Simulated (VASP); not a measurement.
## MnHg: single point with PBEsol

MnHg:

```
CELL_PARAMETERS angstrom
3.31500 0.00000 0.00000
0.00000 3.31500 0.00000
0.00000 0.00000 3.31500
ATOMIC_POSITIONS crystal
Mn 0.50000 0.50000 0.50000
Hg 0.00000 0.00000 0.00000
```

* Program: VASP 6.6.1
* Task: single point
* Functional: PBEsol
* Potentials or basis: VASP PAW PBE potentials, release 64 (Mn_pv, Hg)
* Cutoff: 520 eV
* k mesh: 11 × 11 × 11
* Occupations: fermi-dirac, width 0.08 eV
* Spin: collinear spin, ferromagnetic start
* Starting moments: [4.0, 0.0] μB
* Dipole correction: no
* Further INCAR settings: ALGO = Normal; EDIFF = 1e-06; NBANDS = 24

```json
{"Pressure": "-4.5 GPa", "Net moment": "3.92 μB per cell", "Site moments": "Mn +3.82; Hg -0.05 μB", "Valence electrons inside the program's atomic spheres": "Mn 11.40; Hg 10.58"}
```

Levels at points of the mesh, in eV from the Fermi level:
Spin up:
| k point | band 12 | band 13 | band 14 | band 15 | band 16 | band 17 |
| --- | --- | --- | --- | --- | --- | --- |
| (0.00, 0.00, 0.00) | -2.03 | -2.03 | -2.03 | 4.84 | 4.84 | 4.84 |
Spin down:
```
           k point  band 8  band 9  band 10  band 11  band 12  band 13
(0.00, 0.00, 0.00)   -7.01   -7.01     0.32     0.32     1.50     1.50
```

Wall time 46 s on 1 thread of AMD EPYC 9R45 96-Core Processor (Zen 5), with other jobs on the host, peak memory 0.19 GiB.

Caveat: the cell stands under tension; the PAW data sets were made with another functional, which shifts forces and pressure a little; spin-orbit coupling is left out, which moves the levels of the heavy elements.
